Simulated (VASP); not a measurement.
# AlNi (Pm-3m) in VASP: further runs

Runs on AlNi. Level: LDA. Tasks: single point, relaxation of cell and atoms.

Program: VASP 6.6.1. These are calculated values, not measurements. Logs are shortened: lines on timing, memory, paths and dates and some standing lists are left out, and cuts for length are marked.

### 1 The cell of the first run

It takes space group Pm-3m (No. 221, cubic). The conventional cell has a = 2.833 Å, b = 2.833 Å, c = 2.833 Å, α = 90.00°, β = 90.00°, γ = 90.00°. Al (site symmetry m-3m) has 8 Ni at 2.45 Å and 6 Al at 2.83 Å within 3.2 Å. Within 3.2 Å of Ni (site symmetry m-3m) lie 8 Al at 2.45 Å and 6 Ni at 2.83 Å.

### 2 Single point, LDA

The input, INCAR:

```
SYSTEM = AlNi
ALGO = Normal
EDIFF = 1E-6
ENCUT = 520
GGA = CA
ISIF = 2
ISMEAR = -1
LASPH = .TRUE.
LCHARG = .TRUE.
LELF = .TRUE.
LREAL = .FALSE.
LVHAR = .TRUE.
LWAVE = .FALSE.
NBANDS = 14
NELM = 80
PREC = Accurate
SIGMA = 0.1
```

The input, KPOINTS:

```
k-points
0
G
  12 12 12
  0 0 0
```

The input, POSCAR:

```
AlNi
1.0
    2.8331469368      0.0000000000      0.0000000000
    0.0000000000      2.8331469368      0.0000000000
    0.0000000000      0.0000000000      2.8331469368
Al Ni
1 1
Direct
    0.0000000000      0.0000000000      0.0000000000
    0.5000000000      0.5000000000      0.5000000000
```

Potentials or basis: VASP PAW LDA potentials, release 64 (Al, Ni).

Command:

```
> cat potpaw_LDA.64/Al/POTCAR potpaw_LDA.64/Ni/POTCAR > POTCAR
> mpirun -np 1 vasp_std > vasp.out
```

OUTCAR:

```text
SYSTEM = AlNi
   EDIFF = 1E-6
   ENCUT = 520
   GGA = CA
   ISIF = 2
   ISMEAR = -1
   LASPH = .TRUE.
   LREAL = .FALSE.
   NELM = 80
   PREC = Accurate

 ion  position               nearest neighbor table
   1  0.000  0.000  0.000-   2 2.45   2 2.45   2 2.45   2 2.45   2 2.45   2 2.45   2 2.45   2 2.45

   2  0.500  0.500  0.500-   1 2.45   1 2.45   1 2.45   1 2.45   1 2.45   1 2.45   1 2.45   1 2.45

  LATTYP: Found a simple cubic cell.
 ALAT       =     2.8331469368

  Lattice vectors:

 A1 = (   2.8331469368,   0.0000000000,   0.0000000000)
 A2 = (   0.0000000000,   2.8331469368,   0.0000000000)
 A3 = (   0.0000000000,   0.0000000000,   2.8331469368)

Analysis of symmetry for initial positions (statically):
=====================================================================
 Subroutine PRICEL returns:
 Original cell was already a primitive cell.

 Routine SETGRP: Setting up the symmetry group for a
 simple cubic supercell.

 Subroutine GETGRP returns: Found 48 space group operations
 (whereof 48 operations were pure point group operations)
 out of a pool of 48 trial point group operations.

The static configuration has the point symmetry O_h .

Analysis of symmetry for dynamics (positions and initial velocities):
=====================================================================
 Subroutine PRICEL returns:
 Original cell was already a primitive cell.

 Routine SETGRP: Setting up the symmetry group for a
 simple cubic supercell.

 Subroutine GETGRP returns: Found 48 space group operations
 (whereof 48 operations were pure point group operations)
 out of a pool of 48 trial point group operations.

The dynamic configuration has the point symmetry O_h .

 Subroutine INISYM returns: Found 48 space group operations
 (whereof 48 operations are pure point group operations),
 and found     1 'primitive' translations

----------------------------------------------------------------------------------------

                                     Primitive cell

  volume of cell :      22.7409

  direct lattice vectors                    reciprocal lattice vectors
     2.833146937  0.000000000  0.000000000     0.352964397  0.000000000  0.000000000
     0.000000000  2.833146937  0.000000000     0.000000000  0.352964397  0.000000000
     0.000000000  0.000000000  2.833146937     0.000000000  0.000000000  0.352964397

  length of vectors
     2.833146937  2.833146937  2.833146937     0.352964397  0.352964397  0.352964397

  position of ions in fractional coordinates (direct lattice)
     0.000000000  0.000000000  0.000000000
     0.500000000  0.500000000  0.500000000

  ion indices of the primitive-cell ions
   primitive index   ion index
                 1           1
                 2           2

----------------------------------------------------------------------------------------

 KPOINTS: k-points

Automatic generation of k-mesh.
 Grid dimensions read from file:
 generate k-points for:   12   12   12

 Generating k-lattice:

  Cartesian coordinates                     Fractional coordinates (reciprocal lattice)
     0.029413700  0.000000000  0.000000000     0.083333333  0.000000000  0.000000000
     0.000000000  0.029413700  0.000000000     0.000000000  0.083333333  0.000000000
     0.000000000  0.000000000  0.029413700     0.000000000  0.000000000  0.083333333

  Length of vectors
     0.029413700  0.029413700  0.029413700

  Shift w.r.t. Gamma in fractional coordinates (k-lattice)
     0.000000000  0.000000000  0.000000000

 Subroutine IBZKPT returns following result:
 ===========================================

 Found     84 irreducible k-points:

 Following reciprocal coordinates:
            Coordinates               Weight
  0.000000  0.000000  0.000000      1.000000
  0.083333  0.000000  0.000000      6.000000
  0.166667  0.000000  0.000000      6.000000
  0.250000  0.000000  0.000000      6.000000
  0.333333  0.000000  0.000000      6.000000
  0.416667  0.000000  0.000000      6.000000
[... 16 lines left out ...]
  0.333333  0.333333  0.000000     12.000000
  0.416667  0.333333  0.000000     24.000000
 [... further k-points ...]
   k-points           NKPTS =     84   k-points in BZ     NKDIM =     84   number of bands    NBANDS=     14
   number of dos      NEDOS =    301   number of ions     NIONS =      2
   total plane-waves  NPLWV =  13824
   dimension x,y,z NGX =    24 NGY =   24 NGZ =   24
   dimension x,y,z NGXF=    48 NGYF=   48 NGZF=   48
   ions per type =               1   1
   NGX,Y,Z   is equivalent  to a cutoff of  14.08, 14.08, 14.08 a.u.
   NGXF,Y,Z  is equivalent  to a cutoff of  28.17, 28.17, 28.17 a.u.
 SYSTEM =  AlNi
   PREC   = accura    normal or accurate (medium, high low for compatibility)
   ISTART =      0    job   : 0-new  1-cont  2-samecut
   ICHARG =      2    charge: 1-file 2-atom 10-const
   ISPIN  =      1    spin polarized calculation?
   LNONCOLLINEAR =      F non collinear calculations
   LSORBIT =      F    spin-orbit coupling
   LASPH  =      T    aspherical Exc in radial PAW
   ENCUT  =  520.0 eV  38.22 Ry    6.18 a.u.   5.27  5.27  5.27*2*pi/ulx,y,z
   NELM   =     80;   NELMIN=  2; NELMDL= -5     # of ELM steps
   EDIFF  = 0.1E-05   stopping-criterion for ELM
   LREAL  =      F    real-space projection
   EDIFFG = 0.1E-04   stopping-criterion for IOM
   NSW    =      0    number of steps for IOM
   IBRION =     -1    ionic relax: 0-MD 1-quasi-New 2-CG
   NFREE  =      0    steps in history (QN), initial steepest desc. (CG)
   ISIF   =      2    stress and relaxation
   ISYM   =      2    0-nonsym 1-usesym 2-fastsym
   POTIM  = 0.5000    time-step for ionic-motion
   TEBEG  =    0.0;   TEEND  =   0.0 temperature during run
   PSTRESS=    0.0 pullay stress
   NELECT =      13.0000    total number of electrons
   NUPDOWN=      -1.0000    fix difference up-down
   EMIN   =  10.00;   EMAX   =-10.00  energy-range for DOS
   EFERMI =   0.00;   METHOD = LEGACY
   ISMEAR =    -1;   SIGMA  =   0.10  broadening in eV -4-tet -1-fermi 0-gaus
   EFERMI_NEDOS =   21; number of points for ismear=-14 and -15
   IALGO  =     38    algorithm
   IMIX   =      4    mixing-type and parameters
     AMIX     =   0.40;   BMIX     =  1.00
     AMIX_MAG =   1.60;   BMIX_MAG =  1.00
  volume/ion in A,a.u.               =      11.37        76.73
  Fermi-wavevector in a.u.,A,eV,Ry     =   1.358689  2.567551 25.116856  1.846037
  Thomas-Fermi vector in A             =   2.485501
   LORBIT       =      0    0 simple, 1 ext, 2 COOP (PROOUT), +10 PAW based schemes
   GGA     = CA    functional components
   LHFCALC =     F    Hartree Fock is set to
   AEXX    =    0.0000 exact exchange contribution
   IVDW    =     0    specifies the selected vdW correction
   LEPSILON=     F    determine dielectric tensor
   LRPA    =     F    only Hartree local field effects (RPA)
 non-spin polarized calculation
  energy-cutoff  :      520.00
  volume of cell :       22.74
 maximum number of plane-waves:       627
 NGX is ok and might be reduce to    24
   NGX = 11   NGY = 11   NGZ = 11

 number of electron      12.9999995 magnetization

 Free energy of the ion-electron system (eV)
  ---------------------------------------------------
  ext. energy  EPLUGINS =         0.00000000
  ---------------------------------------------------
  free energy    TOTEN  =       -12.20773582 eV

  energy without entropy =      -12.18070519  energy(sigma->0) =      -12.19422051

 E-fermi :  10.4596     XC(G=0): -12.5471

 val. band max:       10.4537556127   @ k =   0.5000   0.4167   0.3333
 cond. band min:      10.4836589273   @ k =   0.3333   0.1667   0.0000
 fundamental gap:      0.0299033146
 Fermi energy:        10.4596352758

 k-point     1 :       0.0000    0.0000    0.0000
  band No.  band energies     occupation
      1      -1.0243      2.00000
      2       6.9307      2.00000
      3       6.9307      2.00000
      4       8.7533      2.00000
      5       8.7533      2.00000
      6       8.7533      2.00000
      7      16.1143      0.00000
      8      16.1143      0.00000
      9      16.1143      0.00000
     10      18.8137      0.00000
     11      18.8137      0.00000
     12      24.9106      0.00000
     13      31.8219      0.00000
     14      31.8219      0.00000

 k-point     2 :       0.0833    0.0000    0.0000
  band No.  band energies     occupation
      1      -0.8920      2.00000
      2       6.9234      2.00000
      3       6.9625      2.00000
      4       8.6944      2.00000
      5       8.6944      2.00000
      6       8.7597      2.00000
      7      14.8580      0.00000
      8      16.2886      0.00000
      9      16.2886      0.00000
     10      18.8159      0.00000
     11      19.9447      0.00000
     12      25.3592      0.00000
     13      30.4868      0.00000
     14      30.4868      0.00000

 k-point     3 :       0.1667    0.0000    0.0000
  band No.  band energies     occupation
      1      -0.4977      2.00000
      2       6.8562      2.00000
      3       7.0509      2.00000
      4       8.5413      2.00000
      5       8.5413      2.00000
      6       8.7774      2.00000
      7      12.9537      0.00000
      8      16.7890      0.00000
      9      16.7890      0.00000
     10      18.8221      0.00000
     11      21.4174      0.00000
     12      26.7853      0.00000
     13      28.4184      0.00000
     14      28.4184      0.00000

 k-point     4 :       0.2500    0.0000    0.0000
  band No.  band energies     occupation
      1       0.1495      2.00000
      2       6.5738      2.00000
      3       7.1751      2.00000
      4       8.3476      2.00000
      5       8.3476      2.00000
      6       8.8015      2.00000
      7      11.3211      0.00036
      8      17.5649      0.00000
      9      17.5649      0.00000
     10      18.8314      0.00000
     11      22.5246      0.00000
     12      26.4011      0.00000
     13      26.4011      0.00000
     14      28.8724      0.00000

 k-point     5 :       0.3333    0.0000    0.0000
  band No.  band energies     occupation
      1       1.0334      2.00000
      2       5.8498      2.00000
      3       7.3037      2.00000
      4       8.1686      2.00000
      5       8.1686      2.00000
      6       8.8258      2.00000
      7      10.2809      1.71325
      8      18.5624      0.00000
      9      18.5624      0.00000
     10      18.8419      0.00000
     11      23.4806      0.00000
[... 276 lines left out ...]
 k-point    22 :       0.5000    0.2500    0.0000
  band No.  band energies     occupation
      1       4.0053      2.00000
      2       4.5373      2.00000
      3       7.6445      2.00000
      4       7.7656      2.00000
      5       8.0879      2.00000
      6       8.4948      2.00000
      7       9.6834      1.99915
      8      15.4439      0.00000
      9      15.4631      0.00000
     10      22.2262      0.00000
     11      22.4112      0.00000
     12      22.9831      0.00000
     13      26.3147      0.00000
     14      28.5952      0.00000

 k-point    23 :       0.3333    0.3333    0.0000
  band No.  band energies     occupation
      1       2.8784      2.00000
      2       6.3527      2.00000
      3       7.2048      2.00000
      4       7.8913      2.00000
      5       8.2592      2.00000
      6       8.3217      2.00000
      7      10.3749      1.40016
      8      12.7841      0.00000
      9      16.6453      0.00000
     10      20.7882      0.00000
     11      22.9646      0.00000
     12      25.5793      0.00000
     13      26.6392      0.00000
     14      27.2951      0.00000

 k-point    24 :       0.4167    0.3333    0.0000
  band No.  band energies     occupation
      1       3.7681      2.00000
      2       5.8686      2.00000
      3       7.4060      2.00000
      4       7.8447      2.00000
      5       8.1715      2.00000
      6       8.3226      2.00000
      7       9.8419      1.99586
      8      13.0648      0.00000
      9      15.2087      0.00000
     10      21.8016      0.00000
     11      23.5938      0.00000
     12      24.5109      0.00000
     13      26.6566      0.00000
     14      26.9795      0.00000

 [... further k-points ...]

------------------------ aborting loop because EDIFF is reached ----------------------------------------

  FORCE on cell =-STRESS in cart. coord.  units (eV):
  Direction    XX          YY          ZZ          XY          YZ          ZX
  --------------------------------------------------------------------------------------
  -------------------------------------------------------------------------------------
  Total        0.0528263      0.0528263      0.0528263     -0.0000000     -0.0000000      0.0000000
  in kB        3.7218066      3.7218066      3.7218066     -0.0000000     -0.0000000      0.0000000
  external PRESSURE =       3.7218066 kB  Pullay stress =       0.0000000 kB

 VOLUME and BASIS-vectors are now :
 -----------------------------------------------------------------------------
  energy-cutoff  :      520.00
  volume of cell :       22.74
      direct lattice vectors                 reciprocal lattice vectors
     2.833146937  0.000000000  0.000000000     0.352964397  0.000000000  0.000000000
     0.000000000  2.833146937  0.000000000     0.000000000  0.352964397  0.000000000
     0.000000000  0.000000000  2.833146937     0.000000000  0.000000000  0.352964397

 POSITION                                       TOTAL-FORCE (eV/Angst)
 -----------------------------------------------------------------------------------
      0.00000      0.00000      0.00000         0.000000      0.000000      0.000000
      1.41657      1.41657      1.41657         0.000000      0.000000      0.000000
 -----------------------------------------------------------------------------------
    total drift:                                0.000000      0.000000     -0.000000

  FREE ENERGIE OF THE ION-ELECTRON SYSTEM (eV)
  ---------------------------------------------------
  free  energy   TOTEN  =       -12.2077358175 eV

  energy  without entropy=      -12.1807051942  energy(sigma->0) =      -12.19422051
```

Run time: 18 s. Hardware: 1 thread of Intel Xeon 8259CL, shared host; peak memory 0.15 GiB.

What came out:

| Quantity | Value |
| --- | --- |
| Free energy | -12.2077 eV |
| Pressure | 0.4 GPa |

Levels at points of the mesh, in eV from the Fermi level:
```
           k point  band 4  band 5  band 6  band 7  band 8  band 9  band 10  band 11
(0.00, 0.00, 0.00)   -1.71   -1.71   -1.71    5.65    5.65    5.65     8.35     8.35
(0.50, 0.00, 0.00)   -2.46   -2.46   -1.61   -0.73    8.39   10.20    10.20    11.30
(0.50, 0.50, 0.00)   -3.00   -2.28   -2.28   -1.14    1.52    2.69    12.67    15.51
(0.50, 0.50, 0.50)   -1.11   -1.11    1.96    1.96    1.96    4.02     4.68     4.68
```

Spin polarisation is off, so any magnetic state and its effect on volume and gap are missing.

[end of part 1 of 2]
